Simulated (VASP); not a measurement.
Set up this calculation in VASP 6.6.1, as the native input.

- Task: single point
- Functional: BLYP
- Potentials or basis: VASP PAW PBE potentials, release 64 (Te)
- Cutoff: 520 eV
- k mesh: 14 × 14 × 12
- Occupations: fermi-dirac, width 0.1 eV
- Spin: no spin polarisation
- Dipole correction: no
- Further INCAR settings: ALGO = Normal; EDIFF = 1e-06; NBANDS = 13

The structure of Te lies in POSCAR:

```
Te
1.0
    4.3058198643      0.0000000000      0.0000000000
   -2.1529099321      3.7289493866      0.0000000000
    0.0000000000      0.0000000000      4.4185863204
Te
2
Direct
    0.3333333333      0.6666666667      0.2500000000
    0.6666666667      0.3333333333      0.7500000000
```

One way to write it, as run:

INCAR

```
AGGAC = 1.0
AGGAX = 1.0
ALDAC = 0.0
ALDAX = 1.0
ALGO = Normal
EDIFF = 1E-6
ENCUT = 520
GGA = B5
ISIF = 2
ISMEAR = -1
LASPH = True
LCHARG = False
LREAL = False
LWAVE = False
NBANDS = 13
NELM = 60
PREC = Accurate
SIGMA = 0.1
```

KPOINTS

```
k-points
0
Gamma
  14 14 12
```

Potentials or basis: VASP PAW PBE potentials, release 64 (Te).

Run with:

```sh
$ cat potpaw_PBE.64/Te/POTCAR > POTCAR
$ mpirun -np 1 vasp_std > vasp.out
```

It gave:

The pressure is 0.0 GPa and the band gap on the k mesh is zero (band 6 reaches 6.35 eV, above the bottom of band 7 at 4.75 eV).

Caveat: the PAW data sets were made with another functional, which shifts forces and pressure a little; spin-orbit coupling is left out, which moves the levels of the heavy elements.

It took 68 s on 1 thread of Intel(R) Xeon(R) Platinum 8259CL CPU @ 2.50GHz (Skylake/Cascade Lake), with other jobs on the host, peak memory 0.27 GiB.
